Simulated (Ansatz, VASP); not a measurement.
# Two plane-wave programs on ZrSi2

File INCAR:

```
  ALGO = Normal
  EDIFF = 1E-6
  ENCUT = 500
  GGA = PS
  GGA_COMPAT = False
  ISIF = 2
  ISMEAR = 0
  LASPH = True
  LCHARG = False
  LREAL = False
  LWAVE = False
  NBANDS = 29
  NELM = 120
  PREC = Accurate
  SIGMA = 0.1
```

KPOINTS

```
k-points
0
Gamma
  4 4 4
```

POSCAR

```
ZrSi2
1.0
    1.8373094450     -7.2845518150      0.0000000000
    1.8373094450      7.2845518150      0.0000000000
    0.0000000000      0.0000000000      3.6567333163
Zr Si
2 4
Direct
    0.8952667597      0.1047332403      0.2500000000
    0.1047332403      0.8952667597      0.7500000000
    0.4460566961      0.5539433039      0.7500000000
    0.5539433039      0.4460566961      0.2500000000
    0.2502377049      0.7497622951      0.2500000000
    0.7497622951      0.2502377049      0.7500000000
```

Input for Ansatz:

```yaml
crystal:
  lattice:
    - [1.837309445, -7.284551815, 0.0]
    - [1.837309445, 7.284551815, 0.0]
    - [0.0, 0.0, 3.6567333163]
  atoms:
    - { symbol: Zr, position: [0.8952667597, 0.1047332403, 0.25] }
    - { symbol: Zr, position: [0.1047332403, 0.8952667597, 0.75] }
    - { symbol: Si, position: [0.4460566961, 0.5539433039, 0.75] }
    - { symbol: Si, position: [0.5539433039, 0.4460566961, 0.25] }
    - { symbol: Si, position: [0.2502377049, 0.7497622951, 0.25] }
    - { symbol: Si, position: [0.7497622951, 0.2502377049, 0.75] }
basis:
  ecutwfc: 420
kpoints:
  mp_grid: { grid: [4, 4, 4] }
hamiltonian:
  xc: pbesol
  pseudopotentials: { kind: paw, azcp: { folder: soft_1 } }
scf:
  occupations: { method: gaussian, width: 0.1 }
output:
  forces: true
  stress: true
  eigenvalues: true
```

Alike in both runs: task single point; functional PBEsol; k mesh 4 × 4 × 4; occupations gaussian, width 0.1 eV; no spin polarisation.

```csv
,VASP,Ansatz
version,VASP 6.6.1,Ansatz 0.2.0
potentials or method,"VASP PAW PBE potentials, release 64 (Zr_sv, Si), cutoff 500 eV","scalar-relativistic, plane waves, PAW"
valence electrons in the cell,40,40
```

Ansatz gave:

| Item | Value |
| --- | --- |
| gap on the k mesh at the Fermi level (eV) | none |
| pressure (GPa) | 0.2 |
| traceless stress, the component that is largest in VASP (GPa) | -2.32 |
| rms of the force components (eV/Å) | 0.022 |

Task: Which values does VASP return?

Result: gap on the k mesh at the Fermi level (eV): none; pressure (GPa): 0.3; traceless stress, the component that is largest in VASP (GPa): -2.34; rms of the force components (eV/Å): 0.022.

VASP's potentials were made for PBE, not for PBEsol, and Ansatz warns of the same on its side. Atom by atom the forces differ by 0.000 eV/Å (rms over components). A gap of «none» marks a metal or a gap that the smearing closes.

The k mesh is coarse, so the values compare programs but aren't converged.
